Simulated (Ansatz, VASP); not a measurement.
CdS in VASP and in Ansatz

```
Cd S
1.0
    -4.04013    4.04013    4.04013
     4.04013   -4.04013    4.04013
     4.04013    4.04013   -4.04013
Cd S
4 4
Direct
  0.32157 0.32157 0.32157
  0.00000 0.00000 0.67843
  0.00000 0.67843 0.00000
  0.67843 0.00000 0.00000
  0.67406 0.67406 0.67406
  0.00000 0.00000 0.32594
  0.00000 0.32594 0.00000
  0.32594 0.00000 0.00000
```

Alike in both runs: functional PBE; k mesh 4 × 4 × 4; occupations gaussian, width 0.1 eV; no spin polarisation.

Ansatz relaxed the structure, and its values are those at the end. VASP's run is a single point on that final structure, the one shown.

```csv
,VASP,Ansatz
version,VASP 6.6.1,Ansatz 0.2.0
potentials or method,"VASP PAW PBE potentials, release 64 (Cd, S), cutoff 520 eV","scalar-relativistic, plane waves, PAW"
valence electrons in the cell,72,104
```

|  | VASP | Ansatz | Ansatz less VASP |
| --- | --- | --- | --- |
| gap on the k mesh at the Fermi level (eV) | 1.50 | 1.50 | +0.001 |
| least direct gap on the mesh (eV) | 1.52 | 1.52 | +0.002 |
| pressure (GPa) | 0.3 | 0.1 | -0.25 |
| rms of the force components (eV/Å) | 0.014 | 0.009 | -0.0057 |

VASP's potentials hold 72 valence electrons a cell and Ansatz's 104, so a difference there can come from the potentials and not from the codes.
